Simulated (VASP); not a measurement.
RbLuO2, 4 atoms in the cell. It takes space group R-3m (No. 166, trigonal). Conventional cell: a = 3.400 Å, b = 3.400 Å, c = 19.463 Å, α = 90.00°, β = 90.00°, γ = 120.00°. Within 3.8 Å of Rb (site symmetry -3m) lie 6 O at 2.89 Å and 6 Rb at 3.40 Å and 6 Lu at 3.79 Å. Lu (site symmetry -3m) has 6 O at 2.26 Å within 3.0 Å. Within 3.0 Å of O (site symmetry 3m) lie 3 Lu at 2.26 Å and 3 Rb at 2.89 Å and 3 O at 2.99 Å. 

- Program: VASP 6.6.1
- Task: single point
- Functional: r2SCAN
- Potentials or basis: VASP PAW PBE potentials, release 64 (Rb_sv, Lu, O)
- Cutoff: 520 eV
- k mesh: 10 × 10 × 10
- Occupations: fermi-dirac, width 0.02 eV
- Spin: no spin polarisation
- Dipole correction: no
- Further INCAR settings: ALGO = Normal; EDIFF = 1e-06; NBANDS = 31

Potentials or basis: VASP PAW PBE potentials, release 64 (Rb_sv, Lu, O).

The run is started by

```bash
$ cat potpaw_PBE.64/Rb_sv/POTCAR potpaw_PBE.64/Lu/POTCAR potpaw_PBE.64/O/POTCAR > POTCAR
$ cp INCAR.step1 INCAR
$ mpirun -np 1 vasp_std > vasp.out
$ cp INCAR.step2 INCAR
$ mpirun -np 1 vasp_std > vasp.out
```

Hardware: 1 thread of Intel(R) Xeon(R) 6975P-C (Granite Rapids), with other jobs on the host.

Problem. Estimate the wall time of this run.

Solution. It took 23 min on 1 thread of Intel(R) Xeon(R) 6975P-C (Granite Rapids), on a shared host, peak memory 0.57 GiB. Counts: k points 116.
